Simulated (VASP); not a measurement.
## TaH5: relaxation of cell and atoms with PBE

TaH5:

```
Ta H
1.0
    -0.03287    0.01956   -3.21484
     1.75897   -3.12781    0.03789
    -5.35416   -3.17242   -0.03674
Ta H
2 10
Direct
  0.51833 0.51616 0.50615
  0.49538 0.99871 0.00087
  0.01354 0.35807 0.65785
  0.98852 0.83045 0.14330
  0.99971 0.84054 0.84379
  0.98626 0.34419 0.35083
  0.02911 0.79788 0.50000
  0.98424 0.31125 0.00557
  0.51231 0.97914 0.67128
  0.49922 0.50391 0.17127
  0.47074 0.51180 0.82093
  0.50264 0.00791 0.32817
```

| Item | Value |
| --- | --- |
| Program | VASP 6.6.1 |
| Task | relaxation of cell and atoms |
| Functional | PBE |
| Potentials or basis | VASP PAW PBE potentials, release 64 (Ta_pv, H) |
| Cutoff | 600 eV |
| k mesh | 8 × 6 × 4 |
| Occupations | gaussian, width 0.2 eV |
| Spin | no spin polarisation |
| Dipole correction | no |
| Further INCAR settings | ALGO = Normal; EDIFF = 1e-07; IBRION = 2; EDIFFG = -0.025; NSW = 80; ISIF = 3 |

The relaxed volume is 5.72 Å³/atom. The relaxed cell is a = 3.120 Å, b = 3.564 Å, c = 6.175 Å, α = 89.82°, β = 90.01°, γ = 90.02°, the space group after relaxing (to 0.1 Å) is P-62m (No. 189) and the energy gained by relaxing is 21.6 meV/atom. The ionic steps are 16. The pressure after relaxing is 0.0 GPa, the largest force after relaxing is 0.013 eV/Å and the band gap on the k mesh is zero (bands 16 and 17 overlap by 1.71 eV).

Forces on the atoms (eV/Å):
```
Ta   0.001  0.012  0.001
Ta  -0.006 -0.011 -0.005
H   -0.008  0.004 -0.002
H   -0.001 -0.004 -0.002
H   -0.005  0.010  0.005
H   -0.003 -0.005 -0.010
H   -0.006 -0.005  0.004
H    0.010 -0.005  0.002
H   -0.007  0.001  0.006
H    0.008  0.005 -0.002
H    0.008 -0.001 -0.002
H    0.008 -0.002  0.006
```

The path:
| step | energy change (eV) | largest force (eV/Å) | pressure (GPa) | volume (Å³) |
| --- | --- | --- | --- | --- |
| 1 | 0.0000 | 0.6534 | -7.08 | 71.77 |
| 2 | -0.1730 | 0.4380 | -0.37 | 69.05 |
| 3 | -0.1834 | 0.4189 | 1.95 | 68.25 |
| 4 | -0.2259 | 0.2327 | 1.05 | 68.44 |
| 5 | -0.2396 | 0.1855 | 0.35 | 68.63 |
| 6 | -0.2477 | 0.1060 | -0.35 | 68.81 |
| 7 | -0.2493 | 0.0799 | -0.81 | 68.94 |
| 8 | -0.2533 | 0.0645 | 0.10 | 68.62 |
| 9 | -0.2537 | 0.0793 | 0.53 | 68.47 |
| 10 | -0.2564 | 0.0435 | 0.27 | 68.57 |
| 11 | -0.2570 | 0.0562 | 0.08 | 68.64 |
| 12 | -0.2579 | 0.0290 | -0.13 | 68.72 |
| 13 | -0.2580 | 0.0383 | -0.28 | 68.78 |
| 14 | -0.2585 | 0.0273 | 0.15 | 68.64 |
| 15 | -0.2585 | 0.0277 | 0.16 | 68.64 |
| 16 | -0.2589 | 0.0135 | 0.05 | 68.68 |

Final structure:
```xyz
12
Lattice="-0.0002 0.0007 -3.1205 1.7773 -3.0898 0.0003 -5.3426 -3.0955 0.0007" Properties=species:S:1:pos:R:3 pbc="T T T"
Ta   -1.7884   -3.1051   -1.5595
Ta    1.7614   -3.0835   -1.5594
H    -2.8731   -3.1056   -3.1193
H     0.6782   -3.0749   -3.1196
H    -3.0231   -5.2481    0.0003
H    -1.2481   -2.1586   -3.1182
H    -1.2400   -4.0405   -0.0001
H     0.5184   -0.9396    0.0000
H    -3.5383   -2.0589   -1.5631
H     0.0131   -2.0530   -1.5579
H    -3.5488   -4.1193   -1.5581
H    -1.7615   -1.0246   -1.5628
```

Levels at points of the mesh, in eV from the Fermi level:
```tsv
k point	band 14	band 15	band 16	band 17	band 18	band 19
(0.00, 0.00, 0.00)	-0.67	-0.47	0.48	0.57	1.81	2.14
(0.50, 0.00, 0.00)	-3.31	-3.31	-0.75	-0.67	0.13	2.11
(0.00, 0.50, 0.00)	-1.04	0.33	0.39	0.75	0.76	1.41
(0.50, 0.50, 0.00)	-5.12	-3.75	-3.69	2.40	2.42	2.69
(0.00, 0.00, 0.50)	-1.85	0.86	0.91	1.15	1.16	1.78
(0.50, 0.00, 0.50)	-3.91	-3.72	-3.67	0.40	0.42	4.42
(0.00, 0.50, 0.50)	-0.40	0.45	0.48	0.48	0.63	1.80
(0.50, 0.50, 0.50)	-4.67	-4.08	-4.03	2.09	2.11	2.76
```

Wall time 24 min on 1 thread of AMD EPYC 7R13 Processor (Zen 3) (shared host), peak memory 0.31 GiB.

Caveat: spin-orbit coupling is left out, which moves the levels of the heavy elements.
